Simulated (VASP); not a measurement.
Input of a VASP 6.6.1 run:

File INCAR:

```
SYSTEM = H2Se
PREC = Accurate
ENCUT = 520
EDIFF = 1E-6
ISMEAR = 0
SIGMA = 0.1
LREAL = .False.
LASPH = .True.
NELM = 80
ALGO = Normal
ISIF = 2
LWAVE = .False.
LCHARG = .False.
GGA = PE
NBANDS = 11
```

KPOINTS

```
regular mesh
0
Gamma
  18 18 18
  0 0 0
```

Contents of POSCAR:

```
H2Se
1.0
    3.2722531348      0.0000000000      0.0000000000
   -1.6361265674      2.8338543423      0.0000000000
    0.0000000000      0.0000000000      2.8462145650
H Se
2 1
Direct
    0.3333333333      0.6666666667      0.5000000000
    0.6666666667      0.3333333333      0.5000000000
    0.0000000000      0.0000000000      0.0000000000
```

Potentials or basis: VASP PAW PBE potentials, release 64 (H, Se).

Launch:

```sh
$ cat potpaw_PBE.64/H/POTCAR potpaw_PBE.64/Se/POTCAR > POTCAR
$ mpirun -np 1 vasp_std > vasp.out
```

Q: What does it give for the band gap on the k mesh?

A: Zero (bands 4 and 5 overlap by 5.85 eV).

Q: What does it give for the pressure?

A: -0.1 GPa.
